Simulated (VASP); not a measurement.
# PbSe (Fm-3m) in VASP: further runs, part 2 of 2

VASP 6.6.1.

## (3) Relaxation of cell and atoms, r2SCAN+rVV10

This run uses another cell than the first one, of 28.67 Å³/atom.

POSCAR

```
PbSe
1.0
    0.0000000000      3.0606500000      3.0606500000
    3.0606500000      0.0000000000      3.0606500000
    3.0606500000      3.0606500000      0.0000000000
Pb Se
1 1
Direct
    0.0000000000      0.0000000000      0.0000000000
    0.5000000000      0.5000000000      0.5000000000
```

INCAR.step1

```
SYSTEM = PbSe
PREC = Accurate ; ENCUT = 550
ISMEAR = 0 ; SIGMA = 0.02
LREAL = .False. ; LASPH = .True.
NELM = 120 ; GGA = PE
ALGO = Normal ; EDIFF = 1E-5
LWAVE = .True. ; LCHARG = .False.
GGA_COMPAT = .False. ; IBRION = 2
ISIF = 3 ; EDIFFG = -0.005
NELMIN = 4 ; NSW = 100
```

INCAR.step2

```
SYSTEM = PbSe
PREC = Accurate ; ENCUT = 550
EDIFF = 1E-7 ; ISMEAR = 0
SIGMA = 0.02 ; LREAL = .False.
LASPH = .True. ; NELM = 120
ALGO = Normal ; ISIF = 3
LWAVE = .False. ; LCHARG = .False.
METAGGA = R2SCAN ; LMIXTAU = .True.
LUSE_VDW = .True. ; IVDW_NL = 2
BPARAM = 11.95 ; CPARAM = 0.0093
IBRION = 2 ; NSW = 100
EDIFFG = -0.002 ; ISTART = 1
GGA_COMPAT = .False. ; NELMIN = 4
```

KPOINTS

```
Automatic mesh
0
Gamma
  10 10 10
  0 0 0
```

Potentials or basis: VASP PAW PBE potentials, release 64 (Pb_d, Se).

Launch:

```sh
$ cat potpaw_PBE.64/Pb_d/POTCAR potpaw_PBE.64/Se/POTCAR > POTCAR
$ cp INCAR.step1 INCAR
$ mpirun -np 1 vasp_std > vasp.out
$ cp INCAR.step2 INCAR
$ mpirun -np 1 vasp_std > vasp.out
```

OUTCAR:

```text
SYSTEM = PbSe
   PREC = Accurate
   ENCUT = 550
   EDIFF = 1E-7
   ISMEAR = 0
   LREAL = .False.
   LASPH = .True.
   NELM = 120
   ISIF = 3
   METAGGA = R2SCAN
   IVDW_NL = 2
   BPARAM = 11.95
   IBRION = 2
   NSW = 100
   EDIFFG = -0.002
   ISTART = 1
   NELMIN = 4

 ion  position               nearest neighbor table
   1  0.000  0.000  0.000-   2 3.06   2 3.06   2 3.06   2 3.06   2 3.06   2 3.06
   2  0.500  0.500  0.500-   1 3.06   1 3.06   1 3.06   1 3.06   1 3.06   1 3.06

  LATTYP: Found a face centered cubic cell.
 ALAT       =     6.1213000000

  Lattice vectors:

 A1 = (   0.0000000000,   3.0606500000,   3.0606500000)
 A2 = (   3.0606500000,   0.0000000000,   3.0606500000)
 A3 = (   3.0606500000,   3.0606500000,   0.0000000000)

Analysis of symmetry for initial positions (statically):
=====================================================================
 Subroutine PRICEL returns:
 Original cell was already a primitive cell.

 Routine SETGRP: Setting up the symmetry group for a
 face centered cubic supercell.

 Subroutine GETGRP returns: Found 48 space group operations
 (whereof 48 operations were pure point group operations)
 out of a pool of 48 trial point group operations.

The static configuration has the point symmetry O_h .

Analysis of symmetry for dynamics (positions and initial velocities):
=====================================================================
 Subroutine PRICEL returns:
 Original cell was already a primitive cell.

 Routine SETGRP: Setting up the symmetry group for a
 face centered cubic supercell.

 Subroutine GETGRP returns: Found 48 space group operations
 (whereof 48 operations were pure point group operations)
 out of a pool of 48 trial point group operations.

The dynamic configuration has the point symmetry O_h .

 Subroutine INISYM returns: Found 48 space group operations
 (whereof 48 operations are pure point group operations),
 and found     1 'primitive' translations

----------------------------------------------------------------------------------------

                                     Primitive cell

  volume of cell :      57.3418

  direct lattice vectors                    reciprocal lattice vectors
     0.000000000  3.060650000  3.060650000    -0.163363991  0.163363991  0.163363991
     3.060650000  0.000000000  3.060650000     0.163363991 -0.163363991  0.163363991
     3.060650000  3.060650000  0.000000000     0.163363991  0.163363991 -0.163363991

  length of vectors
     4.328412740  4.328412740  4.328412740     0.282954733  0.282954733  0.282954733

  position of ions in fractional coordinates (direct lattice)
     0.000000000  0.000000000  0.000000000
     0.500000000  0.500000000  0.500000000

  ion indices of the primitive-cell ions
   primitive index   ion index
                 1           1
                 2           2

----------------------------------------------------------------------------------------

 KPOINTS: Automatic mesh

Automatic generation of k-mesh.
[... 58 lines left out ...]
   ISTART =      1    job   : 0-new  1-cont  2-samecut
   ICHARG =      0    charge: 1-file 2-atom 10-const
   ISPIN  =      1    spin polarized calculation?
   LNONCOLLINEAR =      F non collinear calculations
   LSORBIT =      F    spin-orbit coupling
   LASPH  =      T    aspherical Exc in radial PAW
   ENCUT  =  550.0 eV  40.42 Ry    6.36 a.u.   8.28  8.28  8.28*2*pi/ulx,y,z
   NELM   =    120;   NELMIN=  4; NELMDL=  0     # of ELM steps
   EDIFF  = 0.1E-06   stopping-criterion for ELM
   LREAL  =      F    real-space projection
   EDIFFG = -.2E-02   stopping-criterion for IOM
   NSW    =    100    number of steps for IOM
   IBRION =      2    ionic relax: 0-MD 1-quasi-New 2-CG
   NFREE  =      1    steps in history (QN), initial steepest desc. (CG)
   ISIF   =      3    stress and relaxation
   ISYM   =      2    0-nonsym 1-usesym 2-fastsym
   POTIM  = 0.5000    time-step for ionic-motion
   TEBEG  =    0.0;   TEEND  =   0.0 temperature during run
   PSTRESS=    0.0 pullay stress
   NELECT =      20.0000    total number of electrons
   NUPDOWN=      -1.0000    fix difference up-down
   EMIN   =  10.00;   EMAX   =-10.00  energy-range for DOS
   EFERMI =   0.00;   METHOD = LEGACY
   ISMEAR =     0;   SIGMA  =   0.02  broadening in eV -4-tet -1-fermi 0-gaus
   EFERMI_NEDOS =   21; number of points for ismear=-14 and -15
   IALGO  =     38    algorithm
   IMIX   =      4    mixing-type and parameters
     AMIX     =   0.40;   BMIX     =  1.00
     AMIX_MAG =   1.60;   BMIX_MAG =  1.00
  volume/ion in A,a.u.               =      28.67       193.48
  Fermi-wavevector in a.u.,A,eV,Ry     =   1.152377  2.177676 18.068159  1.327972
  Thomas-Fermi vector in A             =   2.289028
   LORBIT       =      0    0 simple, 1 ext, 2 COOP (PROOUT), +10 PAW based schemes
   METAGGA = R2SCAN    functional components
   LHFCALC =     F    Hartree Fock is set to
   AEXX    =    0.0000 exact exchange contribution
   IVDW_NL    =     2    kernel type
   BPARAM     =11.9500
   IVDW    =     0    specifies the selected vdW correction
   LEPSILON=     F    determine dielectric tensor
   LRPA    =     F    only Hartree local field effects (RPA)
 conjugate gradient relaxation of ions
 non-spin polarized calculation
 Gauss-broadening in eV      SIGMA  =   0.02
  energy-cutoff  :      550.00
  volume of cell :       57.34
 maximum number of plane-waves:      1701
 NGX is ok and might be reduce to    36
   NGX = 17   NGY = 17   NGZ = 17

--------------------------------------- Ionic step        1  -------------------------------------------

 number of electron      20.0000001 magnetization

 Free energy of the ion-electron system (eV)
  ---------------------------------------------------
  ext. energy  EPLUGINS =         0.00000000
  ---------------------------------------------------
  free energy    TOTEN  =       -71.41180332 eV

  energy without entropy =      -71.41180332  energy(sigma->0) =      -71.41180332

------------------------ aborting loop because EDIFF is reached ----------------------------------------

  FORCE on cell =-STRESS in cart. coord.  units (eV):
  Direction    XX          YY          ZZ          XY          YZ          ZX
  --------------------------------------------------------------------------------------
  -------------------------------------------------------------------------------------
  Total        0.2563518      0.2563518      0.2563518      0.0000000      0.0000000     -0.0000000
  in kB        7.1626859      7.1626859      7.1626859      0.0000000      0.0000000     -0.0000000
  external PRESSURE =       7.1626859 kB  Pullay stress =       0.0000000 kB
[... 59 lines left out ...]
--------------------------------------- Ionic step        3  -------------------------------------------

 number of electron      20.0000002 magnetization

 Free energy of the ion-electron system (eV)
  ---------------------------------------------------
  ext. energy  EPLUGINS =         0.00000000
  ---------------------------------------------------
  free energy    TOTEN  =       -71.41343348 eV

  energy without entropy =      -71.41343348  energy(sigma->0) =      -71.41343348

 E-fermi :   4.8472     XC(G=0): -10.0569

 val. band max:        4.7360850174   @ k =   0.5000   0.0000   0.0000
 cond. band min:       5.3175789319   @ k =   0.5000   0.0000   0.0000
 fundamental gap:      0.5814939145
 Fermi energy:         4.8472130573

 k-point     1 :       0.0000    0.0000    0.0000
  band No.  band energies     occupation
      1     -12.6696      2.00000
      2     -12.6696      2.00000
      3     -12.6696      2.00000
      4     -12.6664      2.00000
      5     -12.6664      2.00000
      6      -9.2994      2.00000
      7      -1.6236      2.00000
      8       2.7746      2.00000
      9       2.7746      2.00000
     10       2.7746      2.00000
     11       9.7472      0.00000
     12       9.7472      0.00000
     13       9.7472      0.00000
     14      11.6860      0.00000
[... 377 lines left out ...]
      1     -12.7572      2.00000
      2     -12.6807      2.00000
      3     -12.6561      2.00000
      4     -12.6376      2.00000
      5     -12.6351      2.00000
      6      -8.1994      2.00000
      7      -3.1033      2.00000
      8       1.2293      2.00000
      9       1.7587      2.00000
     10       1.9028      2.00000
     11       8.8957      0.00000
     12       9.2586      0.00000
     13       9.8742      0.00000
     14      10.2478      0.00000

 [... further k-points ...]

------------------------ aborting loop because EDIFF is reached ----------------------------------------

  FORCE on cell =-STRESS in cart. coord.  units (eV):
  Direction    XX          YY          ZZ          XY          YZ          ZX
  --------------------------------------------------------------------------------------
  -------------------------------------------------------------------------------------
  Total        0.0014245      0.0014245      0.0014245      0.0000000     -0.0000000      0.0000000
  in kB        0.0392954      0.0392954      0.0392954      0.0000000     -0.0000000      0.0000000
  external PRESSURE =       0.0392954 kB  Pullay stress =       0.0000000 kB
[... 17 lines left out ...]
  FREE ENERGIE OF THE ION-ELECTRON SYSTEM (eV)
  ---------------------------------------------------
  free  energy   TOTEN  =       -71.4134334817 eV

  energy  without entropy=      -71.4134334817  energy(sigma->0) =      -71.41343348

 reached required accuracy - stopping structural energy minimisation
```

Wall time 6.3 min (1 thread of Intel Xeon 6975P-C (Granite Rapids), shared host); peak memory 0.41 GiB.

Results:

```
Free energy                           : -71.4134 eV
Relaxed volume                        : 29.04 Å³/atom
Relaxed cell                          : a = 4.347 Å, b = 4.347 Å, c = 4.347 Å, α = 60.00°, β = 60.00°, γ = 60.00°
Space group after relaxing (to 0.1 Å) : Fm-3m (No. 225)
Energy gained by relaxing             : 0.8 meV/atom
Ionic steps                           : 3
Pressure after relaxing               : 0.0 GPa
Band gap on the k mesh                : 0.58 eV
```

Step by step:
```tsv
step	energy change (eV)	largest force (eV/Å)	pressure (GPa)	volume (Å³)
1	0.0000	0.0000	0.72	57.34
2	-0.0013	0.0000	-0.30	58.41
3	-0.0016	0.0000	0.00	58.08
```

Final structure:
```xyz
2
Lattice="0.0000 3.0737 3.0737 3.0737 0.0000 3.0737 3.0737 3.0737 0.0000" Properties=species:S:1:pos:R:3 pbc="T T T"
Pb    0.0000    0.0000    0.0000
Se    3.0737    3.0737    3.0737
```

Levels at points of the mesh, in eV from the valence-band top:
```tsv
k point	band 6	band 7	band 8	band 9	band 10	band 11	band 12	band 13	band 14
(0.00, 0.00, 0.00)	-14.04	-6.36	-1.96	-1.96	-1.96	5.01	5.01	5.01	6.95
(0.50, 0.00, 0.00)	-12.96	-8.98	-1.55	-1.55	0.00	0.58	1.94	1.94	9.00
(0.50, 0.50, 0.00)	-12.58	-7.51	-5.06	-3.31	-3.31	4.01	5.95	5.95	6.41
```

Caveat: the PAW data sets were made with another functional, which shifts forces and pressure a little; spin-orbit coupling is left out, which moves the levels of the heavy elements. A k mesh can miss the band edges.
